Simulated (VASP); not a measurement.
# As in VASP: settings compared, part 2 of 2

VASP 6.6.1. Earlier steps stand in the parts before.

## (4) Relaxation of the atoms, PBE+D3(BJ) (biaxial strain -0.020)

Contents of INCAR:

```
  PREC = Accurate
  ENCUT = 520
  EDIFF = 1E-7
  ISMEAR = 0
  SIGMA = 0.02
  LREAL = F
  LASPH = T
  NELM = 80
  ALGO = Normal
  ISIF = 2
  LWAVE = F
  LCHARG = F
  LDIPOL = T
  IDIPOL = 3
  DIPOL = 0.5 0.5 0.500
  GGA = PE
  IVDW = 12
  IBRION = 2
  NSW = 60
  EDIFFG = -0.01
```

Contents of KPOINTS:

```
regular mesh
0
Gamma
  9 9 1
```

Contents of POSCAR:

```
As
1.0
    3.5001917756      0.0000000000      0.0000000000
   -1.7500958878      3.0312549958      0.0000000000
    0.0000000000      0.0000000000     28.5742413760
As
2
Direct
    0.3333333333      0.6666666667      0.4755450732
    0.6666666667      0.3333333333      0.5244549268
```

Potentials or basis: VASP PAW PBE potentials, release 64 (As).

Run with:

```sh
> cat potpaw_PBE.64/As/POTCAR > POTCAR
> mpirun -np 1 vasp_std > vasp.out
```

OUTCAR:

```text
PREC = Accurate
   ENCUT = 520
   EDIFF = 1E-7
   ISMEAR = 0
   LREAL = F
   LASPH = T
   NELM = 80
   ISIF = 2
   GGA = PE
   IVDW = 12
   IBRION = 2
   NSW = 60
   EDIFFG = -0.01
 IVDW          = 12

 ion  position               nearest neighbor table
   1  0.333  0.667  0.476-   2 2.46   2 2.46   2 2.46
   2  0.667  0.333  0.524-   1 2.46   1 2.46   1 2.46

  LATTYP: Found a hexagonal cell.
 ALAT       =     3.5001917756
 C/A-ratio  =     8.1636216550

  Lattice vectors:

 A1 = (   3.5001917756,   0.0000000000,   0.0000000000)
 A2 = (  -1.7500958878,   3.0312549958,   0.0000000000)
 A3 = (   0.0000000000,   0.0000000000,  28.5742413760)

Analysis of symmetry for initial positions (statically):
=====================================================================
 Subroutine PRICEL returns:
 Original cell was already a primitive cell.

 Routine SETGRP: Setting up the symmetry group for a
 hexagonal supercell.

 Subroutine GETGRP returns: Found 12 space group operations
 (whereof 12 operations were pure point group operations)
 out of a pool of 24 trial point group operations.

The static configuration has the point symmetry D_3d.

Analysis of symmetry for dynamics (positions and initial velocities):
=====================================================================
 Subroutine PRICEL returns:
 Original cell was already a primitive cell.

 Routine SETGRP: Setting up the symmetry group for a
 hexagonal supercell.

 Subroutine GETGRP returns: Found 12 space group operations
 (whereof 12 operations were pure point group operations)
 out of a pool of 24 trial point group operations.

The dynamic configuration has the point symmetry D_3d.

 Subroutine INISYM returns: Found 12 space group operations
 (whereof 12 operations are pure point group operations),
 and found     1 'primitive' translations

[... 110 lines left out ...]
   LEPSILON=     F    determine dielectric tensor
   LRPA    =     F    only Hartree local field effects (RPA)
 conjugate gradient relaxation of ions
 non-spin polarized calculation
 Gauss-broadening in eV      SIGMA  =   0.02
  energy-cutoff  :      520.00
  volume of cell :      303.17
 maximum number of plane-waves:      8231
 NGX is ok and might be reduce to    28
   NGX = 13   NGY = 13   NGZ =107

 dipolmoment           0.000000      0.000000      0.000000 electrons x Angstroem

--------------------------------------- Ionic step        1  -------------------------------------------

 number of electron      10.0000000 magnetization

 Free energy of the ion-electron system (eV)
  ---------------------------------------------------
  ext. energy  EPLUGINS =         0.00000000
  ---------------------------------------------------
  free energy    TOTEN  =        -9.28340702 eV

  energy without entropy =       -9.28340702  energy(sigma->0) =       -9.28340702

------------------------ aborting loop because EDIFF is reached ----------------------------------------

 Edisp (eV)   -0.44147

 E8    (eV) :    -0.2001
[... 71 lines left out ...]
--------------------------------------- Ionic step        3  -------------------------------------------

 number of electron      10.0000000 magnetization

 dipolmoment           0.000000      0.000000     -0.000000 electrons x Angstroem

 Free energy of the ion-electron system (eV)
  ---------------------------------------------------
  ext. energy  EPLUGINS =         0.00000000
  ---------------------------------------------------
  free energy    TOTEN  =        -9.28931213 eV

  energy without entropy =       -9.28931213  energy(sigma->0) =       -9.28931213

 E-fermi :  -3.4520     XC(G=0):  -1.8826

 val. band max:       -3.5833277471   @ k =   0.0000   0.0000   0.0000
 cond. band min:      -2.2966221786   @ k =   0.3333   0.0000   0.0000
 fundamental gap:      1.2867055685
 Fermi energy:        -3.4520263926

 k-point     1 :       0.0000    0.0000    0.0000
  band No.  band energies     occupation
      1     -17.7523      2.00000
      2     -11.2970      2.00000
      3      -4.7680      2.00000
      4      -3.5833      2.00000
      5      -3.5833      2.00000
      6      -1.3868      0.00000
      7      -0.0994      0.00000
      8      -0.0994      0.00000
      9       0.8703      0.00000
[... 121 lines left out ...]
 k-point    12 :       0.3333    0.3333    0.0000
  band No.  band energies     occupation
      1     -13.8806      2.00000
      2     -13.8806      2.00000
      3      -8.4821      2.00000
      4      -6.0238      2.00000
      5      -6.0238      2.00000
      6      -2.1345      0.00000
      7       0.6849      0.00000
      8       0.6849      0.00000
      9       4.2213      0.00000

------------------------ aborting loop because EDIFF is reached ----------------------------------------

 vacuum level on the upper side and lower side of the slab       (xc-potential included)        -0.074        -0.074

 Edisp (eV)   -0.44066

 E8    (eV) :    -0.1997

  FORCE on cell =-STRESS in cart. coord.  units (eV):
  Direction    XX          YY          ZZ          XY          YZ          ZX
  --------------------------------------------------------------------------------------
  -------------------------------------------------------------------------------------
  Total       0.97377     0.97377    -0.00011     0.00000     0.00000     0.00000
  in kB       5.14612     5.14612    -0.00059     0.00000     0.00000     0.00000
  external pressure =        3.43 kB  Pullay stress =        0.00 kB
[... 17 lines left out ...]
  FREE ENERGIE OF THE ION-ELECTRON SYSTEM (eV)
  ---------------------------------------------------
  free  energy   TOTEN  =        -9.7299720686 eV

  energy  without entropy=       -9.7299720686  energy(sigma->0) =       -9.72997207

 reached required accuracy - stopping structural energy minimisation

 vacuum level on the upper side and lower side of the slab         1.311         1.311
```

OSZICAR:

```text
N       E                     dE             d eps       ncg     rms          rms(c)
DAV:   1     0.681913499915E+02    0.68191E+02   -0.29359E+03   216   0.721E+02
DAV:   2    -0.300086226528E+01   -0.71192E+02   -0.61090E+02   351   0.957E+01
DAV:   3    -0.930451097058E+01   -0.63036E+01   -0.62546E+01   315   0.465E+01
[... 44 lines left out ...]
DAV:   8    -0.928930984749E+01   -0.23420E-05   -0.32394E-07   254   0.201E-03    0.284E-04
DAV:   9    -0.928931102099E+01   -0.11735E-05   -0.79150E-08   317   0.812E-04    0.832E-05
DAV:  10    -0.928931180505E+01   -0.78405E-06   -0.67608E-08   297   0.606E-04    0.110E-04
DAV:  11    -0.928931207144E+01   -0.26639E-06   -0.20723E-08   286   0.358E-04    0.444E-05
DAV:  12    -0.928931213356E+01   -0.62123E-07   -0.24993E-09   271   0.141E-04
   3 F= -.97299721E+01 E0= -.97299721E+01  d E =-.509745E-02
```

Run time: 90 s. Hardware: 1 thread of Intel Xeon 6975P-C (Granite Rapids), shared host; peak memory 0.44 GiB.

What came out:

- Free energy: -9.7300 eV
- Energy gained by relaxing: 2.5 meV/atom
- Ionic steps: 3
- Band gap on the k mesh: 1.29 eV (least direct gap 2.20 eV)
- Dispersion energy per atom: -0.220 eV

The path:
```csv
step,energy change (eV),largest force (eV/Å),pressure (GPa)
1,0.0000,0.3810,0.51
2,-0.0044,0.1342,0.29
3,-0.0051,0.0011,0.34
```

Final structure:
```cif
data_structure
_symmetry_space_group_name_H-M 'P 1'
_symmetry_Int_Tables_number 1
_cell_length_a 3.5002
_cell_length_b 3.5002
_cell_length_c 28.5742
_cell_angle_alpha 90.000
_cell_angle_beta 90.000
_cell_angle_gamma 120.000
_cell_volume 303.17
loop_
_atom_site_label
_atom_site_type_symbol
_atom_site_fract_x
_atom_site_fract_y
_atom_site_fract_z
_atom_site_occupancy
As1 As 0.33333 0.66667 0.47507 1
As2 As 0.66667 0.33333 0.52493 1
```

Levels at points of the mesh, in eV from the valence-band top:
```tsv
k point	band 1	band 2	band 3	band 4	band 5	band 6	band 7	band 8	band 9
(0.00, 0.00, 0.00)	-14.17	-7.71	-1.18	0.00	0.00	2.20	3.48	3.48	4.45
```

Caveat: the cell differs from its parent crystal (biaxial strain -0.020).

## (5) Relaxation of the atoms, PBE+D3(BJ) (biaxial strain +0.070)

Contents of INCAR:

```
SYSTEM = As
  ALGO = Normal
  DIPOL = 0.5 0.5 0.500
  EDIFF = 1E-7
  EDIFFG = -0.01
  ENCUT = 520
  GGA = PE
  IBRION = 2
  IDIPOL = 3
  ISIF = 2
  ISMEAR = 0
  IVDW = 12
  LASPH = .True.
  LCHARG = .False.
  LDIPOL = .True.
  LREAL = .False.
  LWAVE = .False.
  NELM = 80
  NSW = 60
  PREC = Accurate
  SIGMA = 0.02
```

Contents of KPOINTS:

```
k-points
0
Gamma
  9 9 1
  0 0 0
```

Contents of POSCAR:

```
As
1.0
    3.8216379590      0.0000000000      0.0000000000
   -1.9108189795      3.3096355566      0.0000000000
    0.0000000000      0.0000000000     28.5742413760
As
2
Direct
    0.3333333333      0.6666666667      0.4755450732
    0.6666666667      0.3333333333      0.5244549268
```

Run with:

```sh
> cat potpaw_PBE.64/As/POTCAR > POTCAR
> mpirun -np 1 vasp_std > vasp.out
```

Wall time 4.1 min (1 thread of AMD EPYC 7R43 (Zen 3), shared host); peak memory 0.4 GiB.

It converged, with:

* Free energy: -9.5677 eV
* Energy gained by relaxing: 8.9 meV/atom
* Ionic steps: 3
* Band gap on the k mesh: 0.98 eV (least direct gap 1.00 eV)
* Dispersion energy per atom: -0.184 eV

The path:
```tsv
step	energy change (eV)	largest force (eV/Å)	pressure (GPa)
1	0.0000	0.6160	-0.97
2	-0.0178	0.0230	-0.76
3	-0.0179	0.0002	-0.77
```

Final structure:
```cif
data_structure
_symmetry_space_group_name_H-M 'P 1'
_symmetry_Int_Tables_number 1
_cell_length_a 3.8216
_cell_length_b 3.8216
_cell_length_c 28.5742
_cell_angle_alpha 90.000
_cell_angle_beta 90.000
_cell_angle_gamma 120.000
_cell_volume 361.41
loop_
_atom_site_label
_atom_site_type_symbol
_atom_site_fract_x
_atom_site_fract_y
_atom_site_fract_z
_atom_site_occupancy
As1 As 0.33333 0.66667 0.47655 1
As2 As 0.66667 0.33333 0.52345 1
```

Levels at points of the mesh, in eV from the valence-band top:
```csv
k point,band 2,band 3,band 4,band 5,band 6,band 7,band 8,band 9
"(0.00, 0.00, 0.00)",-6.90,-0.47,-0.47,-0.02,0.98,3.00,3.00,5.00
```

Caveat: the cell differs from its parent crystal (biaxial strain +0.070).

## (6) Summary

```csv
task,level,cell,gap on the mesh (eV)
single point,r2SCAN,"a = 3.572, b = 3.572, c = 28.574 Å, angles 90.0, 90.0, 120.0°, 2 atoms",1.86
relaxation of the atoms,PBE+D3(BJ),"atoms relaxed from a = 3.429, b = 3.429, c = 28.574 Å, angles 90.0, 90.0, 120.0°, 2 atoms",1.00
relaxation of the atoms,PBE+D3(BJ),"atoms relaxed from a = 3.500, b = 3.500, c = 28.574 Å, angles 90.0, 90.0, 120.0°, 2 atoms",1.29
relaxation of the atoms,PBE+D3(BJ),"atoms relaxed from a = 3.822, b = 3.822, c = 28.574 Å, angles 90.0, 90.0, 120.0°, 2 atoms",0.98
```

Alike in all rows: potentials or basis VASP PAW PBE potentials, release 64 (As); no spin polarisation; k mesh 9 × 9 × 1; cutoff (eV) 520; smearing gaussian 0.02 eV.

Caveats: the PAW data sets were made with another functional, which shifts forces and pressure a little (at least some runs).

Total energies depend on the potentials used, so only differences within one code and one set of settings carry meaning.
